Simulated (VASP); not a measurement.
# Rb3LuBe2 (P6/mmm) in VASP: single point with PBE

Aim: the single point of Rb3LuBe2 with PBE.

All numbers are computed with VASP 6.6.1; they aren't measurements. Logs are shortened: lines on timing, memory, paths and dates and some standing lists are left out, and cuts for length are marked.

## 1. The cell of the first run

Symmetry: P6/mmm, No. 191, hexagonal system. Conventional cell: a = 6.802 Å, b = 6.802 Å, c = 5.719 Å, α = 90.00°, β = 90.00°, γ = 120.00°. Within 4.5 Å of Rb (site symmetry mmm) lie 4 Rb at 3.40 Å and 4 Be at 3.47 Å and 4 Lu at 4.44 Å. Lu (site symmetry 6/mmm) has 6 Be at 3.93 Å and 12 Rb at 4.44 Å within 5.2 Å. Within 4.6 Å of Be (site symmetry -6m2) lie 6 Rb at 3.47 Å and 3 Be at 3.93 Å and 3 Lu at 3.93 Å.

The cell was built from a structure type or drawn by symmetry, and may not be a known phase.

## 2. Single point, PBE

Input file INCAR:

```
SYSTEM = Rb3LuBe2
PREC = Accurate
ENCUT = 520
EDIFF = 1E-6
ISMEAR = 0
SIGMA = 0.1
LREAL = .False.
LASPH = .True.
NELM = 100
ALGO = Fast
ISIF = 2
LWAVE = .False.
LCHARG = .False.
GGA = PE
NBANDS = 37
```

Input file KPOINTS:

```
regular mesh
0
Gamma
  6 6 8
  0 0 0
```

Input file POSCAR:

```
Rb3LuBe2
1.0
    6.8020596667      0.0000000000      0.0000000000
   -3.4010298334      5.8907564694      0.0000000000
    0.0000000000      0.0000000000      5.7189086148
Rb Lu Be
3 1 2
Direct
    0.5000000000      0.0000000000      0.5000000000
    0.0000000000      0.5000000000      0.5000000000
    0.5000000000      0.5000000000      0.5000000000
    0.0000000000      0.0000000000      0.0000000000
    0.3333333333      0.6666666667      0.0000000000
    0.6666666667      0.3333333333      0.0000000000
```

Potentials or basis: VASP PAW PBE potentials, release 64 (Rb_sv, Lu, Be).

On the command line:

```sh
cat potpaw_PBE.64/Rb_sv/POTCAR potpaw_PBE.64/Lu/POTCAR potpaw_PBE.64/Be/POTCAR > POTCAR
mpirun -np 1 vasp_std > vasp.out
```

OUTCAR:

```text
SYSTEM = Rb3LuBe2
   PREC = Accurate
   ENCUT = 520
   EDIFF = 1E-6
   ISMEAR = 0
   LREAL = .False.
   LASPH = .True.
   NELM = 100
   ISIF = 2
   GGA = PE

 ion  position               nearest neighbor table
   1  0.500  0.000  0.500-   2 3.40   2 3.40   3 3.40   3 3.40   5 3.47   6 3.47   5 3.47   6 3.47
                             4 4.44   4 4.44   4 4.44   4 4.44
   2  0.000  0.500  0.500-   1 3.40   1 3.40   3 3.40   3 3.40   5 3.47   6 3.47   5 3.47   6 3.47
                             4 4.44   4 4.44   4 4.44   4 4.44
   3  0.500  0.500  0.500-   2 3.40   2 3.40   1 3.40   1 3.40   5 3.47   6 3.47   5 3.47   6 3.47
                             4 4.44   4 4.44   4 4.44   4 4.44
   4  0.000  0.000  0.000-   3 4.44   3 4.44   3 4.44   3 4.44   1 4.44   1 4.44   1 4.44   1 4.44
                             2 4.44   2 4.44   2 4.44   2 4.44
   5  0.333  0.667  0.000-   2 3.47   2 3.47   1 3.47   1 3.47   3 3.47   3 3.47
   6  0.667  0.333  0.000-   2 3.47   2 3.47   1 3.47   1 3.47   3 3.47   3 3.47

  LATTYP: Found a hexagonal cell.
 ALAT       =     6.8020596667
 C/A-ratio  =     0.8407613128

  Lattice vectors:

 A1 = (   6.8020596667,   0.0000000000,   0.0000000000)
 A2 = (  -3.4010298334,   5.8907564694,   0.0000000000)
 A3 = (   0.0000000000,   0.0000000000,   5.7189086148)

Analysis of symmetry for initial positions (statically):
=====================================================================
 Subroutine PRICEL returns:
 Original cell was already a primitive cell.

 Routine SETGRP: Setting up the symmetry group for a
 hexagonal supercell.

 Subroutine GETGRP returns: Found 24 space group operations
 (whereof 24 operations were pure point group operations)
 out of a pool of 24 trial point group operations.

The static configuration has the point symmetry D_6h.

Analysis of symmetry for dynamics (positions and initial velocities):
=====================================================================
 Subroutine PRICEL returns:
 Original cell was already a primitive cell.

 Routine SETGRP: Setting up the symmetry group for a
 hexagonal supercell.

 Subroutine GETGRP returns: Found 24 space group operations
 (whereof 24 operations were pure point group operations)
 out of a pool of 24 trial point group operations.

The dynamic configuration has the point symmetry D_6h.

 Subroutine INISYM returns: Found 24 space group operations
 (whereof 24 operations are pure point group operations),
 and found     1 'primitive' translations

----------------------------------------------------------------------------------------

                                     Primitive cell

  volume of cell :     229.1525

  direct lattice vectors                    reciprocal lattice vectors
     6.802059667  0.000000000  0.000000000     0.147014294  0.084878742  0.000000000
    -3.401029833  5.890756469  0.000000000     0.000000000  0.169757484  0.000000000
     0.000000000  0.000000000  5.718908615     0.000000000  0.000000000  0.174858538

  length of vectors
     6.802059667  6.802059667  5.718908615     0.169757484  0.169757484  0.174858538

  position of ions in fractional coordinates (direct lattice)
     0.500000000  0.000000000  0.500000000
     1.000000000  0.500000000  0.500000000
     0.500000000  0.500000000  0.500000000
     0.000000000  0.000000000  0.000000000
     0.333333333  0.666666667  0.000000000
     0.666666667  0.333333333  0.000000000

  ion indices of the primitive-cell ions
   primitive index   ion index
                 1           1
                 2           2
                 3           3
                 4           4
                 5           5
                 6           6

----------------------------------------------------------------------------------------

 KPOINTS: regular mesh

Automatic generation of k-mesh.
 Grid dimensions read from file:
 generate k-points for:    6    6    8

 Generating k-lattice:

  Cartesian coordinates                     Fractional coordinates (reciprocal lattice)
     0.024502382  0.014146457  0.000000000     0.166666667 -0.000000000  0.000000000
     0.000000000  0.028292914  0.000000000     0.000000000  0.166666667  0.000000000
     0.000000000  0.000000000  0.021857317     0.000000000  0.000000000  0.125000000

  Length of vectors
     0.028292914  0.028292914  0.021857317

  Shift w.r.t. Gamma in fractional coordinates (k-lattice)
     0.000000000  0.000000000  0.000000000

 Subroutine IBZKPT returns following result:
 ===========================================

 Found     35 irreducible k-points:

 Following reciprocal coordinates:
            Coordinates               Weight
  0.000000  0.000000  0.000000      1.000000
  0.166667 -0.000000  0.000000      6.000000
  0.333333 -0.000000  0.000000      6.000000
  0.500000  0.000000  0.000000      3.000000
  0.166667  0.166667  0.000000      6.000000
  0.333333  0.166667  0.000000     12.000000
[... 16 lines left out ...]
  0.166667 -0.000000  0.375000     12.000000
  0.333333 -0.000000  0.375000     12.000000
 [... further k-points ...]
   k-points           NKPTS =     35   k-points in BZ     NKDIM =     35   number of bands    NBANDS=     37
   number of dos      NEDOS =    301   number of ions     NIONS =      6
   total plane-waves  NPLWV = 139968
   dimension x,y,z NGX =    54 NGY =   54 NGZ =   48
   dimension x,y,z NGXF=   108 NGYF=  108 NGZF=   96
   ions per type =               3   1   2
   NGX,Y,Z   is equivalent  to a cutoff of  13.20, 13.20, 13.95 a.u.
   NGXF,Y,Z  is equivalent  to a cutoff of  26.40, 26.40, 27.91 a.u.
 SYSTEM =  Rb3LuBe2
   PREC   = accura    normal or accurate (medium, high low for compatibility)
   ISTART =      0    job   : 0-new  1-cont  2-samecut
   ICHARG =      2    charge: 1-file 2-atom 10-const
   ISPIN  =      1    spin polarized calculation?
   LNONCOLLINEAR =      F non collinear calculations
   LSORBIT =      F    spin-orbit coupling
   LASPH  =      T    aspherical Exc in radial PAW
   ENCUT  =  520.0 eV  38.22 Ry    6.18 a.u.  12.65 12.65 10.63*2*pi/ulx,y,z
   NELM   =    100;   NELMIN=  2; NELMDL= -5     # of ELM steps
   EDIFF  = 0.1E-05   stopping-criterion for ELM
   LREAL  =      F    real-space projection
   EDIFFG = 0.1E-04   stopping-criterion for IOM
   NSW    =      0    number of steps for IOM
   IBRION =     -1    ionic relax: 0-MD 1-quasi-New 2-CG
   NFREE  =      0    steps in history (QN), initial steepest desc. (CG)
   ISIF   =      2    stress and relaxation
   ISYM   =      2    0-nonsym 1-usesym 2-fastsym
   POTIM  = 0.5000    time-step for ionic-motion
   TEBEG  =    0.0;   TEEND  =   0.0 temperature during run
   PSTRESS=    0.0 pullay stress
   NELECT =      56.0000    total number of electrons
   NUPDOWN=      -1.0000    fix difference up-down
   EMIN   =  10.00;   EMAX   =-10.00  energy-range for DOS
   EFERMI =   0.00;   METHOD = LEGACY
   ISMEAR =     0;   SIGMA  =   0.10  broadening in eV -4-tet -1-fermi 0-gaus
   EFERMI_NEDOS =   21; number of points for ismear=-14 and -15
   IALGO  =     68    algorithm
   IMIX   =      4    mixing-type and parameters
     AMIX     =   0.40;   BMIX     =  1.00
     AMIX_MAG =   1.60;   BMIX_MAG =  1.00
  volume/ion in A,a.u.               =      38.19       257.73
  Fermi-wavevector in a.u.,A,eV,Ry     =   1.023519  1.934171 14.253346  1.047591
  Thomas-Fermi vector in A             =   2.157257
   LORBIT       =      0    0 simple, 1 ext, 2 COOP (PROOUT), +10 PAW based schemes
   GGA     = PE    functional components
   LHFCALC =     F    Hartree Fock is set to
   AEXX    =    0.0000 exact exchange contribution
   IVDW    =     0    specifies the selected vdW correction
   LEPSILON=     F    determine dielectric tensor
   LRPA    =     F    only Hartree local field effects (RPA)
 non-spin polarized calculation
 RMM-DIIS sequential band-by-band and
 Gauss-broadening in eV      SIGMA  =   0.10
  energy-cutoff  :      520.00
  volume of cell :      229.15
 maximum number of plane-waves:      6225
 NGX is ok and might be reduce to    54
   NGX = 25   NGY = 25   NGZ = 21

 number of electron      56.0000004 magnetization

 Free energy of the ion-electron system (eV)
  ---------------------------------------------------
  ext. energy  EPLUGINS =         0.00000000
  ---------------------------------------------------
  free energy    TOTEN  =        -7.17972751 eV

  energy without entropy =       -7.14551380  energy(sigma->0) =       -7.16262065

 E-fermi :   1.3474     XC(G=0):  -7.7106

 val. band max:        1.3391681165   @ k =   0.0000   0.0000   0.5000
 cond. band min:       1.3490886372   @ k =   0.1667   0.1667   0.3750
 fundamental gap:      0.0099205207
 Fermi energy:         1.3473594598

 k-point     1 :       0.0000    0.0000    0.0000
  band No.  band energies     occupation
      1     -57.1768      2.00000
      2     -27.7575      2.00000
      3     -27.7197      2.00000
      4     -27.7197      2.00000
      5     -27.3000      2.00000
      6     -27.0666      2.00000
[... 29 lines left out ...]
     36       3.4857      0.00000
     37       4.2910      0.00000

 k-point     2 :       0.1667   -0.0000    0.0000
  band No.  band energies     occupation
      1     -57.1768      2.00000
      2     -27.7575      2.00000
      3     -27.7198      2.00000
      4     -27.7197      2.00000
      5     -27.2867      2.00000
      6     -27.0809      2.00000
[... 29 lines left out ...]
     36       4.0282      0.00000
     37       4.2778      0.00000

 k-point     3 :       0.3333   -0.0000    0.0000
  band No.  band energies     occupation
      1     -57.1768      2.00000
      2     -27.7575      2.00000
      3     -27.7199      2.00000
      4     -27.7198      2.00000
      5     -27.2520      2.00000
      6     -27.1175      2.00000
[... 29 lines left out ...]
     36       3.4655      0.00000
     37       3.6441      0.00000

 k-point     4 :       0.5000    0.0000    0.0000
  band No.  band energies     occupation
      1     -57.1768      2.00000
      2     -27.7575      2.00000
      3     -27.7199      2.00000
      4     -27.7198      2.00000
      5     -27.2239      2.00000
      6     -27.1466      2.00000
[... 29 lines left out ...]
     36       3.1141      0.00000
     37       3.5638      0.00000
[... 683 lines left out ...]
      1     -57.1768      2.00000
      2     -27.7580      2.00000
      3     -27.7197      2.00000
      4     -27.7197      2.00000
      5     -27.2995      2.00000
      6     -27.0664      2.00000
[... 29 lines left out ...]
     36       3.4061      0.00000
     37       3.9239      0.00000

 k-point    23 :       0.1667   -0.0000    0.3750
  band No.  band energies     occupation
      1     -57.1768      2.00000
      2     -27.7579      2.00000
      3     -27.7197      2.00000
      4     -27.7197      2.00000
      5     -27.2863      2.00000
      6     -27.0807      2.00000
[... 29 lines left out ...]
     36       3.4193      0.00000
     37       4.0718      0.00000

 k-point    24 :       0.3333   -0.0000    0.3750
  band No.  band energies     occupation
      1     -57.1768      2.00000
      2     -27.7578      2.00000
      3     -27.7197      2.00000
      4     -27.7197      2.00000
      5     -27.2518      2.00000
      6     -27.1173      2.00000
[... 29 lines left out ...]
     36       3.6283      0.00000
     37       4.3077      0.00000

 [... further k-points ...]

------------------------ aborting loop because EDIFF is reached ----------------------------------------

  FORCE on cell =-STRESS in cart. coord.  units (eV):
  Direction    XX          YY          ZZ          XY          YZ          ZX
  --------------------------------------------------------------------------------------
  -------------------------------------------------------------------------------------
  Total        0.0445370      0.0445370      0.0083047     -0.0000000      0.0000000      0.0000000
  in kB        0.3113917      0.3113917      0.0580642     -0.0000000      0.0000000      0.0000000
  external PRESSURE =       0.2269492 kB  Pullay stress =       0.0000000 kB

 VOLUME and BASIS-vectors are now :
 -----------------------------------------------------------------------------
  energy-cutoff  :      520.00
  volume of cell :      229.15
      direct lattice vectors                 reciprocal lattice vectors
     6.802059667  0.000000000  0.000000000     0.147014294  0.084878742  0.000000000
    -3.401029833  5.890756469  0.000000000     0.000000000  0.169757484  0.000000000
     0.000000000  0.000000000  5.718908615     0.000000000  0.000000000  0.174858538

 POSITION                                       TOTAL-FORCE (eV/Angst)
 -----------------------------------------------------------------------------------
      3.40103      0.00000      2.85945         0.000000      0.000000      0.000000
     -1.70051      2.94538      2.85945         0.000000      0.000000      0.000000
      1.70051      2.94538      2.85945         0.000000      0.000000      0.000000
      0.00000      0.00000      0.00000         0.000000      0.000000      0.000000
     -0.00000      3.92717      0.00000        -0.000000      0.000000      0.000000
      3.40103      1.96359      0.00000         0.000000      0.000000      0.000000
 -----------------------------------------------------------------------------------
    total drift:                                0.000000     -0.000000      0.000000

  FREE ENERGIE OF THE ION-ELECTRON SYSTEM (eV)
  ---------------------------------------------------
  free  energy   TOTEN  =        -7.1797275055 eV

  energy  without entropy=       -7.1455137998  energy(sigma->0) =       -7.16262065
```

Wall time 39 min (1 thread of Intel Xeon Platinum 8488C (Sapphire Rapids), shared host); peak memory 0.54 GiB.

What came out:

* Free energy: -7.1797 eV
* Pressure: 0.0 GPa
* Band gap on the k mesh: zero (bands 28 and 29 overlap by 0.81 eV)

Levels at points of the mesh, in eV from the Fermi level:
```
           k point  band 25  band 26  band 27  band 28  band 29  band 30  band 31  band 32
(0.00, 0.00, 0.00)    -1.48    -1.16    -0.73    -0.73    -0.04     0.67     0.67     0.68
(0.50, 0.00, 0.00)    -3.17    -1.70    -0.71     0.25     0.33     0.35     0.72     0.82
(0.00, 0.00, 0.50)    -1.95    -1.68    -0.17    -0.17    -0.01     0.04     0.26     0.26
(0.50, 0.00, 0.50)    -2.72    -1.72    -0.78    -0.30    -0.26     0.52     0.58     0.95
```

Caveat: spin-orbit coupling is left out, which moves the levels of the heavy elements.
